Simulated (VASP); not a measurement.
# Tl (I4/mmm) in VASP: single point with r2SCAN

Aim: the single point of Tl with r2SCAN.

Everything below comes from runs of VASP 6.6.1. Logs are shortened: lines on timing, memory, paths and dates and some standing lists are left out, and cuts for length are marked.

### 1 The cell of the first run

It takes space group I4/mmm (No. 139, tetragonal). Conventional cell: a = 3.799 Å, b = 3.799 Å, c = 3.987 Å, α = 90.00°, β = 90.00°, γ = 90.00°. Tl (site symmetry 4/mmm) has 14 Tl at 3.34 to 3.99 Å within 4.4 Å.

### 2 Single point, r2SCAN (biaxial strain in the a-b plane: -3.0 %)

The input, POSCAR:

```
Tl
1.0
    3.7986554340      0.0000000000      0.0000000000
    0.0000000000      3.7986554340      0.0000000000
    0.0000000000      0.0000000000      3.9866301359
Tl
2
Direct
    0.0000000000      0.0000000000      0.0000000000
    0.5000000000      0.5000000000      0.5000000000
```

The input, INCAR.step1:

```
SYSTEM = Tl
PREC = Accurate ; ENCUT = 520
ISMEAR = 0 ; SIGMA = 0.1
LREAL = .FALSE. ; LASPH = .TRUE.
NELM = 100 ; NBANDS = 20
GGA = PE ; ALGO = Normal
EDIFF = 1E-4 ; LWAVE = .TRUE.
LCHARG = .FALSE.
```

The input, INCAR.step2:

```
SYSTEM = Tl
PREC = Accurate ; ENCUT = 520
EDIFF = 1E-6 ; ISMEAR = 0
SIGMA = 0.1 ; LREAL = .FALSE.
LASPH = .TRUE. ; NELM = 100
ALGO = Normal ; ISIF = 2
LWAVE = .FALSE. ; LCHARG = .FALSE.
METAGGA = R2SCAN ; LMIXTAU = .TRUE.
NBANDS = 20 ; ISTART = 1
```

The input, KPOINTS:

```
Automatic mesh
0
G
  14 14 14
  0 0 0
```

Potentials or basis: VASP PAW PBE potentials, release 64 (Tl_d).

Started as:

```console
$ cat potpaw_PBE.64/Tl_d/POTCAR > POTCAR
$ cp INCAR.step1 INCAR
$ mpirun -np 1 vasp_std > vasp.out
$ cp INCAR.step2 INCAR
$ mpirun -np 1 vasp_std > vasp.out
```

OUTCAR:

```text
SYSTEM = Tl
   PREC = Accurate
   ENCUT = 520
   EDIFF = 1E-6
   ISMEAR = 0
   LREAL = .FALSE.
   LASPH = .TRUE.
   NELM = 100
   ISIF = 2
   METAGGA = R2SCAN
   ISTART = 1

 ion  position               nearest neighbor table
   1  0.000  0.000  0.000-   2 3.34   2 3.34   2 3.34   2 3.34   2 3.34   2 3.34   2 3.34   2 3.34

   2  0.500  0.500  0.500-   1 3.34   1 3.34   1 3.34   1 3.34   1 3.34   1 3.34   1 3.34   1 3.34

  LATTYP: Found a simple tetragonal cell.
 ALAT       =     3.7986554340
 C/A-ratio  =     1.0494845361

  Lattice vectors:

 A1 = (   3.7986554340,   0.0000000000,   0.0000000000)
 A2 = (   0.0000000000,   3.7986554340,   0.0000000000)
 A3 = (   0.0000000000,   0.0000000000,   3.9866301359)

Analysis of symmetry for initial positions (statically):
=====================================================================
 Subroutine PRICEL returns following result:

  LATTYP: Found a body centered tetragonal cell.
 ALAT       =     3.7986554340
 C/A-ratio  =     1.0494845361

  Lattice vectors:

 A1 = (  -1.8993277170,  -1.8993277170,  -1.9933150680)
 A2 = (   1.8993277170,   1.8993277170,  -1.9933150680)
 A3 = (   1.8993277170,  -1.8993277170,   1.9933150680)

   2 primitive cells build up your supercell.

 Routine SETGRP: Setting up the symmetry group for a
 simple tetragonal supercell.

 Subroutine GETGRP returns: Found 16 space group operations
 (whereof 16 operations were pure point group operations)
 out of a pool of 16 trial point group operations.

The static configuration has the point symmetry D_4h.

Analysis of symmetry for dynamics (positions and initial velocities):
=====================================================================
 Subroutine PRICEL returns following result:

  LATTYP: Found a body centered tetragonal cell.
 ALAT       =     3.7986554340
 C/A-ratio  =     1.0494845361

  Lattice vectors:

 A1 = (  -1.8993277170,  -1.8993277170,  -1.9933150680)
 A2 = (   1.8993277170,   1.8993277170,  -1.9933150680)
 A3 = (   1.8993277170,  -1.8993277170,   1.9933150680)

   2 primitive cells build up your supercell.

 Routine SETGRP: Setting up the symmetry group for a
 simple tetragonal supercell.

 Subroutine GETGRP returns: Found 16 space group operations
 (whereof 16 operations were pure point group operations)
 out of a pool of 16 trial point group operations.

The dynamic configuration has the point symmetry D_4h.

 Subroutine INISYM returns: Found 16 space group operations
 (whereof 16 operations are pure point group operations),
 and found     2 'primitive' translations

----------------------------------------------------------------------------------------

                                     Primitive cell

  volume of cell :      28.7631

  direct lattice vectors                    reciprocal lattice vectors
    -1.899327717 -1.899327717 -1.993315068     0.000000000 -0.263251042 -0.250838419
     1.899327717  1.899327717 -1.993315068     0.263251042  0.000000000 -0.250838419
     1.899327717 -1.899327717  1.993315068     0.263251042 -0.263251042  0.000000000

  length of vectors
     3.344876158  3.344876158  3.344876158     0.363622089  0.363622089  0.372293193

  position of ions in fractional coordinates (direct lattice)
     0.000000000  0.000000000  0.000000000

  ion indices of the primitive-cell ions
   primitive index   ion index
                 1           1

----------------------------------------------------------------------------------------

 KPOINTS: Automatic mesh

Automatic generation of k-mesh.
 Grid dimensions read from file:
 generate k-points for:   14   14   14

 Generating k-lattice:

  Cartesian coordinates                     Fractional coordinates (reciprocal lattice)
     0.018803646  0.000000000  0.000000000     0.071428571  0.000000000  0.000000000
     0.000000000  0.018803646  0.000000000     0.000000000  0.071428571  0.000000000
     0.000000000  0.000000000  0.017917030     0.000000000  0.000000000  0.071428571

  Length of vectors
     0.018803646  0.018803646  0.017917030

  Shift w.r.t. Gamma in fractional coordinates (k-lattice)
     0.000000000  0.000000000  0.000000000

 Subroutine IBZKPT returns following result:
 ===========================================

 Found    288 irreducible k-points:

 Following reciprocal coordinates:
            Coordinates               Weight
  0.000000  0.000000  0.000000      1.000000
  0.071429  0.000000  0.000000      4.000000
  0.142857  0.000000  0.000000      4.000000
  0.214286  0.000000  0.000000      4.000000
  0.285714  0.000000  0.000000      4.000000
  0.357143  0.000000  0.000000      4.000000
[... 16 lines left out ...]
  0.285714  0.214286  0.000000      8.000000
  0.357143  0.214286  0.000000      8.000000
 [... further k-points ...]
   k-points           NKPTS =    288   k-points in BZ     NKDIM =    288   number of bands    NBANDS=     20
   number of dos      NEDOS =    301   number of ions     NIONS =      2
   total plane-waves  NPLWV =  23520
   dimension x,y,z NGX =    28 NGY =   28 NGZ =   30
   dimension x,y,z NGXF=    56 NGYF=   56 NGZF=   60
   ions per type =               2
   NGX,Y,Z   is equivalent  to a cutoff of  12.25, 12.25, 12.51 a.u.
   NGXF,Y,Z  is equivalent  to a cutoff of  24.51, 24.51, 25.02 a.u.
 SYSTEM =  Tl
   PREC   = accura    normal or accurate (medium, high low for compatibility)
   ISTART =      1    job   : 0-new  1-cont  2-samecut
   ICHARG =      0    charge: 1-file 2-atom 10-const
   ISPIN  =      1    spin polarized calculation?
   LNONCOLLINEAR =      F non collinear calculations
   LSORBIT =      F    spin-orbit coupling
   LASPH  =      T    aspherical Exc in radial PAW
   ENCUT  =  520.0 eV  38.22 Ry    6.18 a.u.   7.06  7.06  7.41*2*pi/ulx,y,z
   NELM   =    100;   NELMIN=  2; NELMDL=  0     # of ELM steps
   EDIFF  = 0.1E-05   stopping-criterion for ELM
   LREAL  =      F    real-space projection
   EDIFFG = 0.1E-04   stopping-criterion for IOM
   NSW    =      0    number of steps for IOM
   IBRION =     -1    ionic relax: 0-MD 1-quasi-New 2-CG
   NFREE  =      0    steps in history (QN), initial steepest desc. (CG)
   ISIF   =      2    stress and relaxation
   ISYM   =      2    0-nonsym 1-usesym 2-fastsym
   POTIM  = 0.5000    time-step for ionic-motion
   TEBEG  =    0.0;   TEEND  =   0.0 temperature during run
   PSTRESS=    0.0 pullay stress
   NELECT =      26.0000    total number of electrons
   NUPDOWN=      -1.0000    fix difference up-down
   EMIN   =  10.00;   EMAX   =-10.00  energy-range for DOS
   EFERMI =   0.00;   METHOD = LEGACY
   ISMEAR =     0;   SIGMA  =   0.10  broadening in eV -4-tet -1-fermi 0-gaus
   EFERMI_NEDOS =   21; number of points for ismear=-14 and -15
   IALGO  =     38    algorithm
   IMIX   =      4    mixing-type and parameters
     AMIX     =   0.40;   BMIX     =  1.00
     AMIX_MAG =   1.60;   BMIX_MAG =  1.00
  volume/ion in A,a.u.               =      28.76       194.10
  Fermi-wavevector in a.u.,A,eV,Ry     =   1.256350  2.374158 21.475650  1.578416
  Thomas-Fermi vector in A             =   2.390062
   LORBIT       =      0    0 simple, 1 ext, 2 COOP (PROOUT), +10 PAW based schemes
   METAGGA = R2SCAN    functional components
   LHFCALC =     F    Hartree Fock is set to
   AEXX    =    0.0000 exact exchange contribution
   IVDW    =     0    specifies the selected vdW correction
   LEPSILON=     F    determine dielectric tensor
   LRPA    =     F    only Hartree local field effects (RPA)
 non-spin polarized calculation
 Gauss-broadening in eV      SIGMA  =   0.10
  energy-cutoff  :      520.00
  volume of cell :       57.53
 maximum number of plane-waves:      1576
   NGX = 15   NGY = 15   NGZ = 15

 number of electron      26.0000003 magnetization

 Free energy of the ion-electron system (eV)
  ---------------------------------------------------
  ext. energy  EPLUGINS =         0.00000000
  ---------------------------------------------------
  free energy    TOTEN  =      -106.33652952 eV

  energy without entropy =     -106.33213447  energy(sigma->0) =     -106.33433199

 E-fermi :   6.5656     XC(G=0): -10.7937

 val. band max:        6.5601283566   @ k =   0.2143   0.0714   0.4286
 cond. band min:       6.5663895516   @ k =   0.1429   0.1429   0.2143
 fundamental gap:      0.0062611950
 Fermi energy:         6.5656026302

 k-point     1 :       0.0000    0.0000    0.0000
  band No.  band energies     occupation
      1      -5.9719      2.00000
      2      -5.9617      2.00000
      3      -5.7798      2.00000
      4      -5.7798      2.00000
      5      -5.7170      2.00000
      6      -5.3532      2.00000
[... 12 lines left out ...]
     19      17.6192      0.00000
     20      17.6192      0.00000

 k-point     2 :       0.0714    0.0000    0.0000
  band No.  band energies     occupation
      1      -5.9592      2.00000
      2      -5.9491      2.00000
      3      -5.7762      2.00000
      4      -5.7713      2.00000
      5      -5.7140      2.00000
      6      -5.3527      2.00000
[... 12 lines left out ...]
     19      17.0598      0.00000
     20      17.4673      0.00000

 k-point     3 :       0.1429    0.0000    0.0000
  band No.  band energies     occupation
      1      -5.9320      2.00000
      2      -5.9031      2.00000
      3      -5.7649      2.00000
      4      -5.7462      2.00000
      5      -5.7046      2.00000
      6      -5.3595      2.00000
[... 12 lines left out ...]
     19      16.3245      0.00000
     20      16.9362      0.00000

 k-point     4 :       0.2143    0.0000    0.0000
  band No.  band energies     occupation
      1      -5.8916      2.00000
      2      -5.8293      2.00000
      3      -5.7448      2.00000
      4      -5.7057      2.00000
      5      -5.6877      2.00000
      6      -5.3875      2.00000
[... 12 lines left out ...]
     19      16.0614      0.00000
     20      16.4364      0.00000

 k-point     5 :       0.2857    0.0000    0.0000
  band No.  band energies     occupation
      1      -5.8385      2.00000
      2      -5.7381      2.00000
      3      -5.7143      2.00000
      4      -5.6617      2.00000
      5      -5.6517      2.00000
      6      -5.4342      2.00000
[... 12 lines left out ...]
     19      15.0277      0.00000
     20      17.0036      0.00000

 k-point     6 :       0.3571    0.0000    0.0000
  band No.  band energies     occupation
      1      -5.7753      2.00000
      2      -5.6717      2.00000
      3      -5.6399      2.00000
      4      -5.6249      2.00000
      5      -5.5869      2.00000
      6      -5.4933      2.00000
[... 12 lines left out ...]
     19      14.2017      0.00000
     20      16.2665      0.00000

 k-point     7 :       0.4286    0.0000    0.0000
  band No.  band energies     occupation
      1      -5.7055      2.00000
      2      -5.6163      2.00000
      3      -5.5766      2.00000
      4      -5.5607      2.00000
      5      -5.5449      2.00000
      6      -5.5144      2.00000
[... 12 lines left out ...]
     19      14.5894      0.00000
     20      15.6183      0.00000
[... 277 lines left out ...]
 k-point    20 :       0.4286    0.1429    0.0000
  band No.  band energies     occupation
      1      -5.7674      2.00000
      2      -5.7164      2.00000
      3      -5.6891      2.00000
      4      -5.6400      2.00000
      5      -5.5519      2.00000
      6      -5.4815      2.00000
[... 12 lines left out ...]
     19      16.2275      0.00000
     20      17.3431      0.00000

 k-point    21 :       0.5000    0.1429    0.0000
  band No.  band energies     occupation
      1      -5.7116      2.00000
      2      -5.7116      2.00000
      3      -5.6909      2.00000
      4      -5.6909      2.00000
      5      -5.5140      2.00000
      6      -5.5140      2.00000
[... 12 lines left out ...]
     19      16.7645      0.00000
     20      16.7645      0.00000

 k-point    22 :       0.2143    0.2143    0.0000
  band No.  band energies     occupation
      1      -5.8621      2.00000
      2      -5.8160      2.00000
      3      -5.7353      2.00000
      4      -5.7302      2.00000
      5      -5.5006      2.00000
      6      -5.4686      2.00000
[... 12 lines left out ...]
     19      16.1393      0.00000
     20      17.2260      0.00000

 k-point    23 :       0.2857    0.2143    0.0000
  band No.  band energies     occupation
      1      -5.8763      2.00000
      2      -5.7889      2.00000
      3      -5.7471      2.00000
      4      -5.6577      2.00000
      5      -5.5676      2.00000
      6      -5.4187      2.00000
[... 12 lines left out ...]
     19      16.8022      0.00000
     20      17.5119      0.00000

 k-point    24 :       0.3571    0.2143    0.0000
  band No.  band energies     occupation
      1      -5.8719      2.00000
      2      -5.7680      2.00000
      3      -5.7570      2.00000
      4      -5.6598      2.00000
      5      -5.5776      2.00000
      6      -5.3950      2.00000
[... 12 lines left out ...]
     19      17.2565      0.00000
     20      17.7611      0.00000

 [... further k-points ...]

------------------------ aborting loop because EDIFF is reached ----------------------------------------

  FORCE on cell =-STRESS in cart. coord.  units (eV):
  Direction    XX          YY          ZZ          XY          YZ          ZX
  --------------------------------------------------------------------------------------
  -------------------------------------------------------------------------------------
  Total        0.5901068      0.5901068      0.4344865      0.0000000      0.0000000     -0.0000000
  in kB       16.4352167     16.4352167     12.1009957      0.0000000      0.0000000     -0.0000000
  external PRESSURE =      14.9904764 kB  Pullay stress =       0.0000000 kB

 VOLUME and BASIS-vectors are now :
 -----------------------------------------------------------------------------
  energy-cutoff  :      520.00
  volume of cell :       57.53
      direct lattice vectors                 reciprocal lattice vectors
     3.798655434  0.000000000  0.000000000     0.263251042  0.000000000  0.000000000
     0.000000000  3.798655434  0.000000000     0.000000000  0.263251042  0.000000000
     0.000000000  0.000000000  3.986630136     0.000000000  0.000000000  0.250838419

 POSITION                                       TOTAL-FORCE (eV/Angst)
 -----------------------------------------------------------------------------------
      0.00000      0.00000      0.00000         0.000000      0.000000      0.000000
      1.89933      1.89933      1.99332        -0.000000      0.000000     -0.000000
 -----------------------------------------------------------------------------------
    total drift:                                0.000000      0.000000      0.000000

  FREE ENERGIE OF THE ION-ELECTRON SYSTEM (eV)
  ---------------------------------------------------
  free  energy   TOTEN  =      -106.3365295240 eV

  energy  without entropy=     -106.3321344655  energy(sigma->0) =     -106.33433199
```

Wall time 7.5 min (1 thread of Intel Xeon 8259CL, shared host); peak memory 0.38 GiB.

Results:

```yaml
Free_energy: -106.3365 eV
Pressure: 1.5 GPa
Band_gap_on_the_k_mesh: zero (bands 13 and 14 overlap by 7.11 eV)
```

Levels at points of the mesh, in eV from the Fermi level:
```tsv
k point	band 11	band 12	band 13	band 14	band 15	band 16
(0.00, 0.00, 0.00)	-10.50	-1.88	0.78	1.72	1.72	6.65
(0.50, 0.00, 0.00)	-7.43	-7.43	3.62	3.62	4.49	4.49
(0.50, 0.50, 0.00)	-5.17	-5.17	-2.74	-2.74	5.47	5.47
(0.00, 0.00, 0.50)	-7.72	-7.72	4.22	4.22	5.10	5.10
(0.50, 0.00, 0.50)	-5.45	-5.45	-2.89	-2.89	6.13	6.13
(0.50, 0.50, 0.50)	-4.54	-4.54	0.66	0.66	0.66	0.66
```

Caveat: the cell differs from its parent crystal (biaxial strain in the a-b plane: -3.0 %); the PAW data sets were made with another functional, which shifts forces and pressure a little; spin-orbit coupling is left out, which moves the levels of the heavy elements.
